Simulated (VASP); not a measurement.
# KTaO3: electric field gradients with LDA

KTaO3:

```xyz
5
Lattice="3.9883 0.0000 0.0000 0.0000 3.9883 0.0000 0.0000 0.0000 3.9883" Properties=species:S:1:pos:R:3 pbc="T T T"
K     1.9942    1.9942    1.9942
Ta    0.0000    0.0000    0.0000
O     1.9942    0.0000    0.0000
O     0.0000    1.9942    0.0000
O     0.0000    0.0000    1.9942
```

* Program: VASP 6.6.1
* Task: electric field gradients
* Functional: LDA
* Potentials or basis: VASP PAW LDA potentials, release 64 (K_sv, Ta_sv_GW, O)
* Cutoff: 520 eV
* k mesh: 5 × 5 × 5
* Occupations: fermi-dirac, width 0.01 eV
* Spin: no spin polarisation
* Dipole correction: no
* Second run: valence_matched
* Further INCAR settings: ALGO = Normal; EDIFF = 1e-08; NBANDS = 28

| Property | Result |
| --- | --- |
| Pressure | -4.9 GPa |
| Band gap on the k mesh | 2.16 eV, indirect (least direct gap 2.67 eV) |

Levels at points of the mesh, in eV from the valence-band top:
| k point | band 18 | band 19 | band 20 | band 21 | band 22 | band 23 |
| --- | --- | --- | --- | --- | --- | --- |
| (0.00, 0.00, 0.00) | -0.51 | -0.51 | -0.51 | 2.16 | 2.16 | 2.16 |

Electric field gradients, principal values (V/Å²):
| atom | least | middle | greatest (by size) |
| --- | --- | --- | --- |
| 1 K | 0.000 | 0.000 | 0.000 |
| 2 Ta | 0.000 | 0.000 | 0.000 |
| 3 O | -7.127 | -7.127 | 14.253 |
| 4 O | -7.127 | -7.127 | 14.253 |
| 5 O | -7.127 | -7.127 | 14.253 |

Run time: 12 s on 1 thread of Intel(R) Xeon(R) 6975P-C (Granite Rapids) (shared host), peak memory 0.16 GiB.

Caveat: without QUAD_EFG the Cq values of the log hold for a quadrupole moment of 1 mb, not for the nuclei; spin-orbit coupling is left out, which moves the levels of the heavy elements. As with any semilocal functional, this LDA gap is likely too small.
